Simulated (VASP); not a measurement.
Wanted: the native input for a VASP 6.6.1 run.

- Task: relaxation of the atoms
- Functional: PBE
- Dispersion: D3(BJ)
- Potentials or basis: VASP PAW PBE potentials, release 64 (As, H)
- Cutoff: 520 eV
- k mesh: 9 × 9 × 1
- Occupations: gaussian, width 0.1 eV
- Spin: no spin polarisation
- Dipole correction: yes
- Atoms held fixed (from 0): [0, 1, 2]
- Further INCAR settings: ALGO = Normal; EDIFF = 1e-06; IBRION = 2; EDIFFG = -0.03; NSW = 90

The structure of As6H lies in POSCAR:

```
As6H
1.0
    3.7828824949      0.0000000000      0.0000000000
   -1.8914412475      3.2760723401      0.0000000000
    0.0000000000      0.0000000000     27.0246822174
As H
6 1
Selective dynamics
Direct
    0.3333333333      0.6666666667      0.3145272877  F F F
    0.6666666667      0.3333333333      0.3621548853  F F F
    0.0000000000      0.0000000000      0.4391829909  F F F
    0.3333333333      0.6666666667      0.4866983554  T T T
    0.6666666667      0.3333333333      0.5649327863  T T T
    0.0000000000      0.0000000000      0.6132829440  T T T
    0.0000000000      0.0000000000      0.6687877595  T T T
```

These files were run (other wordings do the same):

INCAR

```
ALGO     = Normal         # electronic algorithm
DIPOL    = 0.5 0.5 0.493
EDIFF    = 1E-6           # SCF threshold, eV
EDIFFG   = -0.03          # ionic threshold
ENCUT    = 520            # plane-wave cutoff, eV
GGA      = PE             # functional
IBRION   = 2              # ionic algorithm
IDIPOL   = 3            
ISIF     = 2              # what is computed and relaxed
ISMEAR   = 0              # smearing method
IVDW     = 12             # dispersion correction
LASPH    = True           # aspherical terms in the spheres
LCHARG   = False          # write CHGCAR
LDIPOL   = True         
LREAL    = False          # projectors in reciprocal space
LWAVE    = False          # write WAVECAR
NELM     = 80             # most SCF steps
NSW      = 90             # ionic steps
PREC     = Accurate       # precision mode
SIGMA    = 0.1            # smearing width, eV
```

KPOINTS

```
k-points
0
Gamma
  9 9 1
```

Potentials or basis: VASP PAW PBE potentials, release 64 (As, H).

Run with:

```bash
$ cat potpaw_PBE.64/As/POTCAR potpaw_PBE.64/H/POTCAR > POTCAR
$ mpirun -np 1 vasp_std > vasp.out
```

Results of the run:

```
Energy gained by relaxing  : 10.5 meV/atom
Ionic steps                : 7
Band gap on the k mesh     : zero (an odd number of electrons rules out a gap without spin polarisation)
Dispersion energy per atom : -0.300 eV
```

Caveat: an odd number of electrons without spin polarisation forces a metal; a magnetic or distorted state may lie lower.

It took 12 min on 1 thread of Intel Xeon 8259CL (shared host), peak memory 0.48 GiB.
